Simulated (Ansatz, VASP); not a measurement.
## GaN in VASP and in Ansatz

```
Ga N
1.0
     3.21836    0.00000    0.00000
    -1.60918    2.78718    0.00000
     0.00000    0.00000    5.24311
Ga N
2 2
Direct
  0.66667 0.33333 0.49913
  0.33333 0.66667 0.99913
  0.66667 0.33333 0.87587
  0.33333 0.66667 0.37587
```

Alike in both runs: functional PBE; k mesh 9 × 9 × 6; occupations gaussian, width 0.02 eV; no spin polarisation.

Ansatz relaxed the structure, and its values are those at the end. VASP's run is a single point on that final structure, the one shown.

|  | VASP | Ansatz |
| --- | --- | --- |
| version | VASP 6.6.1 | Ansatz 0.2.0 |
| potentials or method | VASP PAW PBE potentials, release 64 (Ga_d, N), cutoff 520 eV | scalar-relativistic, plane waves, PAW |
| valence electrons in the cell | 36 | 36 |

```csv
,VASP,Ansatz,Ansatz less VASP
gap on the k mesh at the Fermi level (eV),1.72,1.71,-0.006
least direct gap on the mesh (eV),1.72,1.71,-0.006
pressure (GPa),0.1,0.0,-0.13
```
